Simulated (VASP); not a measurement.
SnSe: single point with PBE

SnSe:

```xyz
2
Lattice="3.7021 0.0000 0.0000 0.0000 3.7021 0.0000 0.0000 0.0000 3.7147" Properties=species:S:1:pos:R:3 pbc="T T T"
Sn    0.0000    0.0000    0.0000
Se    1.8511    1.8511    1.8573
```

- Program: VASP 6.6.1
- Task: single point
- Functional: PBE
- Potentials or basis: VASP PAW PBE potentials, release 64 (Sn_d, Se)
- Cutoff: 520 eV
- k mesh: 6 × 6 × 6
- Occupations: fermi-dirac, width 0.01 eV
- Spin: no spin polarisation
- Dipole correction: no
- Further INCAR settings: ALGO = Normal; EDIFF = 1e-07; NBANDS = 17

| Item | Value |
| --- | --- |
| Pressure | -1.0 GPa |
| Band gap on the k mesh | zero (bands 10 and 11 overlap by 1.30 eV) |

Levels at points of the mesh, in eV from the Fermi level:
```csv
k point,band 8,band 9,band 10,band 11,band 12,band 13
"(0.00, 0.00, 0.00)",-1.69,-1.64,-1.64,4.57,4.60,6.00
"(0.50, 0.00, 0.00)",-0.44,-0.41,0.01,0.46,3.16,3.23
"(0.50, 0.50, 0.00)",-4.68,-4.68,-0.03,4.11,4.11,4.73
"(0.00, 0.00, 0.50)",-0.42,-0.42,0.04,0.48,3.21,3.21
"(0.50, 0.00, 0.50)",-4.69,-4.68,-0.01,4.14,4.16,4.77
"(0.50, 0.50, 0.50)",-2.74,-2.74,-2.73,-0.87,-0.87,-0.85
```

It took 36 s on 1 thread of Intel Xeon 8259CL, on a shared host, peak memory 0.17 GiB.

Caveat: spin-orbit coupling is left out, which moves the levels of the heavy elements.
